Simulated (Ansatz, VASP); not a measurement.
## ZrB2: VASP beside Ansatz

File POSCAR:

```
ZrB2
1.0
    3.1674277261      0.0000000000      0.0000000000
   -1.5837138631      2.7430728755      0.0000000000
    0.0000000000      0.0000000000      3.5512185814
Zr B
1 2
Direct
    0.0000000000      0.0000000000      0.0000000000
    0.3333333333      0.6666666667      0.5000000000
    0.6666666667      0.3333333333      0.5000000000
```

File INCAR.step1:

```
PREC = Accurate
ENCUT = 520
ISMEAR = 0
SIGMA = 0.1
LREAL = False
LASPH = True
NELM = 80
NBANDS = 16
GGA = PE
ALGO = Normal
EDIFF = 1E-4
LWAVE = True
LCHARG = False
```

Contents of INCAR.step2:

```
PREC = Accurate
ENCUT = 520
EDIFF = 1E-6
ISMEAR = 0
SIGMA = 0.1
LREAL = False
LASPH = True
NELM = 80
ALGO = Normal
ISIF = 2
LWAVE = False
LCHARG = True
METAGGA = R2SCAN
LMIXTAU = True
LELF = True
LVHAR = True
NBANDS = 16
ISTART = 1
```

The input KPOINTS:

```
regular mesh
0
Gamma
  18 18 12
```

Input for Ansatz:

```yaml
crystal:
  lattice:
    - [3.1674277261, 0.0, 0.0]
    - [-1.5837138631, 2.7430728755, 0.0]
    - [0.0, 0.0, 3.5512185814]
  atoms:
    - { symbol: Zr, position: [0.0, 0.0, 0.0] }
    - { symbol: B, position: [0.3333333333, 0.6666666667, 0.5] }
    - { symbol: B, position: [0.6666666667, 0.3333333333, 0.5] }
basis:
  ecutwfc: 500
kpoints:
  mp_grid: { grid: [18, 18, 12] }
  band_path:
    path:
      - [[0.0, 0.0, 0.0], [0.5, 0.0, 0.0], [0.33333333, 0.33333333, 0.0], [0.0, 0.0, 0.0], [0.0, 0.0, 0.5], [0.5, 0.0, 0.5], [0.33333333, 0.33333333, 0.5], [0.0, 0.0, 0.5]]
      - [[0.5, 0.0, 0.5], [0.5, 0.0, 0.0]]
      - [[0.33333333, 0.33333333, 0.5], [0.33333333, 0.33333333, 0.0]]
    npoints: 14
hamiltonian:
  xc: r2scan
scf:
  occupations: { method: gaussian, width: 0.1 }
  n_extra_bands: 7
output:
  forces: true
  stress: true
  eigenvalues: true
  populations: true
  dos: { projected: true, de: 0.02, nscf_kmesh: { grid: [27, 27, 18] } }
  bader: true
```

Alike in both runs: task single point; functional r2SCAN; k mesh 18 × 18 × 12; occupations gaussian, width 0.1 eV; no spin polarisation.

|  | VASP | Ansatz |
| --- | --- | --- |
| version | VASP 6.6.1 | Ansatz 0.2.0 |
| potentials or method | VASP PAW PBE potentials, release 64 (Zr_sv, B), cutoff 520 eV | scalar-relativistic, plane waves, PAW |
| valence electrons in the cell | 18 | 18 |

|  | VASP | Ansatz | Ansatz less VASP |
| --- | --- | --- | --- |
| gap on the k mesh at the Fermi level (eV) | none | none | - |
| pressure (GPa) | 0.1 | 0.0 | -0.09 |

VASP's potentials were made for PBE, not for r2SCAN. A gap of «none» marks a metal or a gap that the smearing closes. The functional is the same, so the differences come from potentials, cutoffs and numerics.
